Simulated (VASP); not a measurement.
# Ag (P6_3/mmc) in VASP: notebook

Ag is run at these levels: r2SCAN; tasks: single point.

Program: VASP 6.6.1. These are calculated values, not measurements. Logs are shortened: lines on timing, memory, paths and dates and some standing lists are left out, and cuts for length are marked.

**1. The cell of the first run**

The structure is hexagonal, space group P6_3/mmc (No. 194). Conventional cell: a = 2.930 Å, b = 2.930 Å, c = 5.173 Å, α = 90.00°, β = 90.00°, γ = 120.00°. Ag (site symmetry -6m2) has 12 Ag at 2.93 to 3.09 Å within 3.9 Å.

This isn't the form of Ag at room conditions, which is fcc.

**2. Single point, r2SCAN (strain +0.000 along x and y, +0.080 along z)**

POSCAR reads:

```
Ag
1.0
    2.9299980804      0.0000000000      0.0000000000
   -1.4649990402      2.5374527707      0.0000000000
    0.0000000000      0.0000000000      5.1732000000
Ag
2
Direct
    0.3333333333      0.6666666667      0.2500000000
    0.6666666667      0.3333333333      0.7500000000
```

INCAR.step1 reads:

```
SYSTEM = Ag
PREC = Accurate ; ENCUT = 520
ISMEAR = 0 ; SIGMA = 0.15
LREAL = .FALSE. ; LASPH = .TRUE.
NELM = 60 ; NBANDS = 18
GGA = PE ; ALGO = Normal
EDIFF = 1E-4 ; LWAVE = .TRUE.
LCHARG = .FALSE.
```

INCAR.step2 reads:

```
SYSTEM = Ag
PREC = Accurate ; ENCUT = 520
EDIFF = 1E-6 ; ISMEAR = 0
SIGMA = 0.15 ; LREAL = .FALSE.
LASPH = .TRUE. ; NELM = 60
ALGO = Normal ; ISIF = 2
LWAVE = .FALSE. ; LCHARG = .FALSE.
METAGGA = R2SCAN ; LMIXTAU = .TRUE.
NBANDS = 18 ; ISTART = 1
```

KPOINTS reads:

```
regular mesh
0
G
  18 18 10
  0 0 0
```

Potentials or basis: VASP PAW PBE potentials, release 64 (Ag).

Launch:

```bash
$ cat potpaw_PBE.64/Ag/POTCAR > POTCAR
$ cp INCAR.step1 INCAR
$ mpirun -np 1 vasp_std > vasp.out
$ cp INCAR.step2 INCAR
$ mpirun -np 1 vasp_std > vasp.out
```

OUTCAR:

```text
SYSTEM = Ag
   PREC = Accurate
   ENCUT = 520
   EDIFF = 1E-6
   ISMEAR = 0
   LREAL = .FALSE.
   LASPH = .TRUE.
   NELM = 60
   ISIF = 2
   METAGGA = R2SCAN
   ISTART = 1

 ion  position               nearest neighbor table
   1  0.333  0.667  0.250-   2 3.09   2 3.09   2 3.09   2 3.09   2 3.09   2 3.09
   2  0.667  0.333  0.750-   1 3.09   1 3.09   1 3.09   1 3.09   1 3.09   1 3.09

  LATTYP: Found a hexagonal cell.
 ALAT       =     2.9299980804
 C/A-ratio  =     1.7655984264

  Lattice vectors:

 A1 = (   2.9299980804,   0.0000000000,   0.0000000000)
 A2 = (  -1.4649990402,   2.5374527707,   0.0000000000)
 A3 = (   0.0000000000,   0.0000000000,   5.1732000000)

Analysis of symmetry for initial positions (statically):
=====================================================================
 Subroutine PRICEL returns:
 Original cell was already a primitive cell.

 Routine SETGRP: Setting up the symmetry group for a
 hexagonal supercell.

 Subroutine GETGRP returns: Found 24 space group operations
 (whereof 12 operations were pure point group operations)
 out of a pool of 24 trial point group operations.

The static configuration has the point symmetry D_3d.
 The point group associated with its full space group is D_6h.

Analysis of symmetry for dynamics (positions and initial velocities):
=====================================================================
 Subroutine PRICEL returns:
 Original cell was already a primitive cell.

 Routine SETGRP: Setting up the symmetry group for a
 hexagonal supercell.

 Subroutine GETGRP returns: Found 24 space group operations
 (whereof 12 operations were pure point group operations)
 out of a pool of 24 trial point group operations.

The dynamic configuration has the point symmetry D_3d.
 The point group associated with its full space group is D_6h.

 Subroutine INISYM returns: Found 24 space group operations
 (whereof 12 operations are pure point group operations),
 and found     1 'primitive' translations

----------------------------------------------------------------------------------------

                                     Primitive cell

  volume of cell :      38.4614

  direct lattice vectors                    reciprocal lattice vectors
     2.929998080  0.000000000  0.000000000     0.341297152  0.197048003  0.000000000
    -1.464999040  2.537452771  0.000000000     0.000000000  0.394096005  0.000000000
     0.000000000  0.000000000  5.173200000     0.000000000  0.000000000  0.193303951

  length of vectors
     2.929998080  2.929998080  5.173200000     0.394096005  0.394096005  0.193303951

  position of ions in fractional coordinates (direct lattice)
     0.333333333  0.666666667  0.250000000
     0.666666667  0.333333333  0.750000000

  ion indices of the primitive-cell ions
   primitive index   ion index
                 1           1
                 2           2

----------------------------------------------------------------------------------------

 KPOINTS: regular mesh

Automatic generation of k-mesh.
 Grid dimensions read from file:
 generate k-points for:   18   18   10

 Generating k-lattice:

  Cartesian coordinates                     Fractional coordinates (reciprocal lattice)
     0.018960953  0.010947111  0.000000000     0.055555556  0.000000000  0.000000000
     0.000000000  0.021894223  0.000000000     0.000000000  0.055555556  0.000000000
     0.000000000  0.000000000  0.019330395     0.000000000  0.000000000  0.100000000

  Length of vectors
     0.021894223  0.021894223  0.019330395

  Shift w.r.t. Gamma in fractional coordinates (k-lattice)
     0.000000000  0.000000000  0.000000000

 Subroutine IBZKPT returns following result:
 ===========================================

 Found    222 irreducible k-points:

 Following reciprocal coordinates:
            Coordinates               Weight
  0.000000  0.000000  0.000000      1.000000
  0.055556  0.000000  0.000000      6.000000
  0.111111  0.000000  0.000000      6.000000
  0.166667  0.000000  0.000000      6.000000
  0.222222  0.000000  0.000000      6.000000
  0.277778  0.000000  0.000000      6.000000
[... 16 lines left out ...]
  0.333333  0.111111  0.000000     12.000000
  0.388889  0.111111  0.000000     12.000000
 [... further k-points ...]
   k-points           NKPTS =    222   k-points in BZ     NKDIM =    222   number of bands    NBANDS=     18
   number of dos      NEDOS =    301   number of ions     NIONS =      2
   total plane-waves  NPLWV =  23040
   dimension x,y,z NGX =    24 NGY =   24 NGZ =   40
   dimension x,y,z NGXF=    48 NGYF=   48 NGZF=   80
   ions per type =               2
   NGX,Y,Z   is equivalent  to a cutoff of  13.62, 13.62, 12.85 a.u.
   NGXF,Y,Z  is equivalent  to a cutoff of  27.23, 27.23, 25.71 a.u.
 SYSTEM =  Ag
   PREC   = accura    normal or accurate (medium, high low for compatibility)
   ISTART =      1    job   : 0-new  1-cont  2-samecut
   ICHARG =      0    charge: 1-file 2-atom 10-const
   ISPIN  =      1    spin polarized calculation?
   LNONCOLLINEAR =      F non collinear calculations
   LSORBIT =      F    spin-orbit coupling
   LASPH  =      T    aspherical Exc in radial PAW
   ENCUT  =  520.0 eV  38.22 Ry    6.18 a.u.   5.45  5.45  9.62*2*pi/ulx,y,z
   NELM   =     60;   NELMIN=  2; NELMDL=  0     # of ELM steps
   EDIFF  = 0.1E-05   stopping-criterion for ELM
   LREAL  =      F    real-space projection
   EDIFFG = 0.1E-04   stopping-criterion for IOM
   NSW    =      0    number of steps for IOM
   IBRION =     -1    ionic relax: 0-MD 1-quasi-New 2-CG
   NFREE  =      0    steps in history (QN), initial steepest desc. (CG)
   ISIF   =      2    stress and relaxation
   ISYM   =      2    0-nonsym 1-usesym 2-fastsym
   POTIM  = 0.5000    time-step for ionic-motion
   TEBEG  =    0.0;   TEEND  =   0.0 temperature during run
   PSTRESS=    0.0 pullay stress
   NELECT =      22.0000    total number of electrons
   NUPDOWN=      -1.0000    fix difference up-down
   EMIN   =  10.00;   EMAX   =-10.00  energy-range for DOS
   EFERMI =   0.00;   METHOD = LEGACY
   ISMEAR =     0;   SIGMA  =   0.15  broadening in eV -4-tet -1-fermi 0-gaus
   EFERMI_NEDOS =   21; number of points for ismear=-14 and -15
   IALGO  =     38    algorithm
   IMIX   =      4    mixing-type and parameters
     AMIX     =   0.40;   BMIX     =  1.00
     AMIX_MAG =   1.60;   BMIX_MAG =  1.00
  volume/ion in A,a.u.               =      19.23       129.78
  Fermi-wavevector in a.u.,A,eV,Ry     =   1.358963  2.568067 25.126962  1.846780
  Thomas-Fermi vector in A             =   2.485751
   LORBIT       =      0    0 simple, 1 ext, 2 COOP (PROOUT), +10 PAW based schemes
   METAGGA = R2SCAN    functional components
   LHFCALC =     F    Hartree Fock is set to
   AEXX    =    0.0000 exact exchange contribution
   IVDW    =     0    specifies the selected vdW correction
   LEPSILON=     F    determine dielectric tensor
   LRPA    =     F    only Hartree local field effects (RPA)
 non-spin polarized calculation
 Gauss-broadening in eV      SIGMA  =   0.15
  energy-cutoff  :      520.00
  volume of cell :       38.46
 maximum number of plane-waves:      1069
 NGX is ok and might be reduce to    24
   NGX = 11   NGY = 11   NGZ = 19

 number of electron      22.0000008 magnetization

 Free energy of the ion-electron system (eV)
  ---------------------------------------------------
  ext. energy  EPLUGINS =         0.00000000
  ---------------------------------------------------
  free energy    TOTEN  =       -42.58118534 eV

  energy without entropy =      -42.57452979  energy(sigma->0) =      -42.57785757

 E-fermi :   6.9050     XC(G=0): -12.1444

 val. band max:        6.9030546151   @ k =   0.3889   0.1111   0.2000
 cond. band min:       6.9373804625   @ k =   0.4444   0.0000   0.4000
 fundamental gap:      0.0343258474
 Fermi energy:         6.9050341985

 k-point     1 :       0.0000    0.0000    0.0000
  band No.  band energies     occupation
      1      -0.2089      2.00000
      2       0.7711      2.00000
      3       1.8752      2.00000
      4       2.1896      2.00000
      5       2.1896      2.00000
      6       2.3298      2.00000
[... 10 lines left out ...]
     17      25.6822      0.00000
     18      25.6822      0.00000

 k-point     2 :       0.0556    0.0000    0.0000
  band No.  band energies     occupation
      1      -0.1218      2.00000
      2       0.8236      2.00000
      3       1.8833      2.00000
      4       2.1803      2.00000
      5       2.2323      2.00000
      6       2.3106      2.00000
[... 10 lines left out ...]
     17      24.9550      0.00000
     18      25.7893      0.00000

 k-point     3 :       0.1111    0.0000    0.0000
  band No.  band energies     occupation
      1       0.1308      2.00000
      2       0.9663      2.00000
      3       1.8861      2.00000
      4       2.1715      2.00000
      5       2.2797      2.00000
      6       2.3570      2.00000
[... 10 lines left out ...]
     17      23.7606      0.00000
     18      26.1575      0.00000

 k-point     4 :       0.1667    0.0000    0.0000
  band No.  band energies     occupation
      1       0.5132      2.00000
      2       1.1424      2.00000
      3       1.8736      2.00000
      4       2.1347      2.00000
      5       2.3684      2.00000
      6       2.4481      2.00000
[... 375 lines left out ...]
      4       2.2732      2.00000
      5       2.2829      2.00000
      6       2.3937      2.00000
[... 10 lines left out ...]
     17      19.8342      0.00000
     18      22.6836      0.00000

 k-point    23 :       0.3333    0.1111    0.0000
  band No.  band energies     occupation
      1       1.0800      2.00000
      2       1.3408      2.00000
      3       1.3767      2.00000
      4       2.2401      2.00000
      5       2.4295      2.00000
      6       2.4686      2.00000
[... 10 lines left out ...]
     17      18.4269      0.00000
     18      22.2859      0.00000

 k-point    24 :       0.3889    0.1111    0.0000
  band No.  band energies     occupation
      1       1.0034      2.00000
      2       1.2745      2.00000
      3       1.2897      2.00000
      4       2.2441      2.00000
      5       2.3648      2.00000
      6       2.5203      2.00000
[... 10 lines left out ...]
     17      17.2227      0.00000
     18      22.0455      0.00000

 [... further k-points ...]

------------------------ aborting loop because EDIFF is reached ----------------------------------------

  FORCE on cell =-STRESS in cart. coord.  units (eV):
  Direction    XX          YY          ZZ          XY          YZ          ZX
  --------------------------------------------------------------------------------------
  -------------------------------------------------------------------------------------
  Total       -1.4200475     -1.4200475     -2.4657747      0.0000000      0.0000000      0.0000000
  in kB      -59.1546482    -59.1546482   -102.7163073      0.0000000      0.0000000      0.0000000
  external PRESSURE =     -73.6752013 kB  Pullay stress =       0.0000000 kB

 VOLUME and BASIS-vectors are now :
 -----------------------------------------------------------------------------
  energy-cutoff  :      520.00
  volume of cell :       38.46
      direct lattice vectors                 reciprocal lattice vectors
     2.929998080  0.000000000  0.000000000     0.341297152  0.197048003  0.000000000
    -1.464999040  2.537452771  0.000000000     0.000000000  0.394096005  0.000000000
     0.000000000  0.000000000  5.173200000     0.000000000  0.000000000  0.193303951

 POSITION                                       TOTAL-FORCE (eV/Angst)
 -----------------------------------------------------------------------------------
     -0.00000      1.69164      1.29330         0.000000     -0.000000     -0.000000
      1.46500      0.84582      3.87990        -0.000000      0.000000      0.000000
 -----------------------------------------------------------------------------------
    total drift:                               -0.000000      0.000000     -0.000000

  FREE ENERGIE OF THE ION-ELECTRON SYSTEM (eV)
  ---------------------------------------------------
  free  energy   TOTEN  =       -42.5811853435 eV

  energy  without entropy=      -42.5745297933  energy(sigma->0) =      -42.57785757
```

It took 4.3 min on 1 thread of Intel Xeon Platinum 8488C (Sapphire Rapids), shared host; peak memory 0.26 GiB.

Results:

- Free energy: -42.5812 eV
- Pressure: -7.4 GPa
- Band gap on the k mesh: zero (bands 11 and 12 overlap by 7.91 eV)

Caveat: the cell differs from its parent crystal (strain +0.000 along x and y, +0.080 along z); the cell stands under tension; the PAW data sets were made with another functional, which shifts forces and pressure a little.

**3. Single point, r2SCAN (strain +0.040 along x and y, +0.000 along z)**

POSCAR reads:

```
Ag
1.0
    3.0471980036      0.0000000000      0.0000000000
   -1.5235990018      2.6389508815      0.0000000000
    0.0000000000      0.0000000000      4.7900000000
Ag
2
Direct
    0.3333333333      0.6666666667      0.2500000000
    0.6666666667      0.3333333333      0.7500000000
```

INCAR.step1 reads:

```
SYSTEM = Ag
ALGO     = Normal         ! electronic algorithm
EDIFF    = 1E-4           ! SCF threshold, eV
ENCUT    = 520            ! plane-wave cutoff, eV
GGA      = PE             ! functional
ISMEAR   = 0              ! smearing method
LASPH    = .True.         ! aspherical terms in the spheres
LCHARG   = .False.        ! write CHGCAR
LREAL    = .False.        ! projectors in reciprocal space
LWAVE    = .True.         ! write WAVECAR
NBANDS   = 18             ! bands
NELM     = 60             ! most SCF steps
PREC     = Accurate       ! precision mode
SIGMA    = 0.15           ! smearing width, eV
```

INCAR.step2 reads:

```
SYSTEM = Ag
ALGO     = Normal         ! electronic algorithm
EDIFF    = 1E-6           ! SCF threshold, eV
ENCUT    = 520            ! plane-wave cutoff, eV
ISIF     = 2              ! what is computed and relaxed
ISMEAR   = 0              ! smearing method
ISTART   = 1            
LASPH    = .True.         ! aspherical terms in the spheres
LCHARG   = .False.        ! write CHGCAR
LMIXTAU  = .True.       
LREAL    = .False.        ! projectors in reciprocal space
LWAVE    = .False.        ! write WAVECAR
METAGGA  = R2SCAN         ! meta-GGA
NBANDS   = 18             ! bands
NELM     = 60             ! most SCF steps
PREC     = Accurate       ! precision mode
SIGMA    = 0.15           ! smearing width, eV
```

KPOINTS reads:

```
k-points
0
Gamma
  18 18 10
  0 0 0
```

Potentials or basis: VASP PAW PBE potentials, release 64 (Ag).

Launch:

```bash
$ cat potpaw_PBE.64/Ag/POTCAR > POTCAR
$ cp INCAR.step1 INCAR
$ mpirun -np 1 vasp_std > vasp.out
$ cp INCAR.step2 INCAR
$ mpirun -np 1 vasp_std > vasp.out
```

Wall time 3.1 min (1 thread of Intel Xeon Platinum 8488C (Sapphire Rapids), shared host); peak memory 0.26 GiB.

It converged, with:

- Free energy: -42.5958 eV
- Pressure: -7.9 GPa
- Band gap on the k mesh: zero (bands 11 and 12 overlap by 7.38 eV)

Stress tensor (GPa, compression positive):
```
-8.63  0.00  0.00
 0.00 -8.63  0.00
 0.00  0.00 -6.39
```

Levels at points of the mesh, in eV from the Fermi level:
```tsv
k point	band 8	band 9	band 10	band 11	band 12	band 13	band 14	band 15
(0.00, 0.00, 0.00)	-4.34	-4.34	-3.38	-3.38	0.22	3.51	15.52	16.84
(0.50, 0.00, 0.00)	-3.37	-3.23	-3.18	0.02	1.08	6.84	7.02	8.87
(0.00, 0.00, 0.50)	-4.30	-3.64	-3.64	-3.64	-3.64	11.39	11.39	15.85
(0.50, 0.00, 0.50)	-3.40	-3.28	-3.28	0.91	0.91	3.93	3.93	12.83
```

Caveat: the cell differs from its parent crystal (strain +0.040 along x and y, +0.000 along z); the cell stands under tension; the PAW data sets were made with another functional, which shifts forces and pressure a little.
